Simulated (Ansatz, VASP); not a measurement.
One calculation of AlN, two programs

The input INCAR:

```
SYSTEM = AlN
  PREC = Accurate
  ENCUT = 520
  EDIFF = 1E-6
  ISMEAR = 0
  SIGMA = 0.05
  LREAL = .False.
  LASPH = .True.
  NELM = 60
  ALGO = Normal
  ISIF = 2
  LWAVE = .False.
  LCHARG = .True.
  GGA = CA
  LELF = .True.
  LVHAR = .True.
  NBANDS = 26
```

The input KPOINTS:

```
regular mesh
0
Gamma
  8 8 3
  0 0 0
```

The input POSCAR:

```
AlN
1.0
   -3.0886152975      0.0000000000      0.0000000000
   -1.5443076488     -2.6748193102      0.0000000000
   -0.1286923041     -0.2229016092     10.1871685333
Al N
4 4
Direct
    0.3333333333      0.2601771875      0.8778737497
    0.3333333333      0.3006168204      0.3925981551
    0.6666666667      0.6541699702      0.1499603578
    0.6666666667      0.6137303373      0.6352359524
    0.3333333333      0.3256102134      0.0926774394
    0.3333333333      0.2851705805      0.5779530340
    0.6666666667      0.6387237303      0.3353152367
    0.6666666667      0.5982840974      0.8205908312
```

Input for Ansatz:

```yaml
crystal:
  lattice:
    - [-3.0886152975, 0.0, 0.0]
    - [-1.5443076488, -2.6748193102, 0.0]
    - [-0.1286923041, -0.2229016092, 10.1871685333]
  atoms:
    - { symbol: Al, position: [0.3333333333, 0.2601771875, 0.8778737497] }
    - { symbol: Al, position: [0.3333333333, 0.3006168204, 0.3925981551] }
    - { symbol: Al, position: [0.6666666667, 0.6541699702, 0.1499603578] }
    - { symbol: Al, position: [0.6666666667, 0.6137303373, 0.6352359524] }
    - { symbol: "N", position: [0.3333333333, 0.3256102134, 0.0926774394] }
    - { symbol: "N", position: [0.3333333333, 0.2851705805, 0.577953034] }
    - { symbol: "N", position: [0.6666666667, 0.6387237303, 0.3353152367] }
    - { symbol: "N", position: [0.6666666667, 0.5982840974, 0.8205908312] }
basis:
  ecutwfc: 520.0
kpoints:
  mp_grid: { grid: [8, 8, 3] }
hamiltonian:
  xc: lda
  pseudopotentials: { kind: paw, azcp: { folder: soft_1 } }
scf:
  occupations: { method: gaussian, width: 0.05 }
output:
  forces: true
  stress: true
  eigenvalues: true
```

Alike in both runs: task single point; functional LDA; k mesh 8 × 8 × 3; occupations gaussian, width 0.05 eV; no spin polarisation.

|  | VASP | Ansatz |
| --- | --- | --- |
| version | VASP 6.6.1 | Ansatz 0.2.0 |
| potentials or method | VASP PAW LDA potentials, release 64 (Al, N), cutoff 520 eV | scalar-relativistic, plane waves, PAW |
| valence electrons in the cell | 32 | 32 |

|  | VASP | Ansatz | Ansatz less VASP |
| --- | --- | --- | --- |
| gap on the k mesh at the Fermi level (eV) | 3.74 | 3.72 | -0.013 |
| least direct gap on the mesh (eV) | 3.74 | 3.72 | -0.013 |
| pressure (GPa) | -3.2 | -3.7 | -0.58 |
| traceless stress, the component that is largest in VASP (GPa) | -5.53 | -5.38 | +0.151 |
| rms of the force components (eV/Å) | 0.561 | 0.555 | -0.0058 |

Ansatz warns that its potentials were made for another functional, while VASP's fit it. LDA's correlation is that of Perdew and Zunger in VASP and of Perdew and Wang (1992) in Ansatz. Atom by atom the forces differ by 0.008 eV/Å (rms over components).
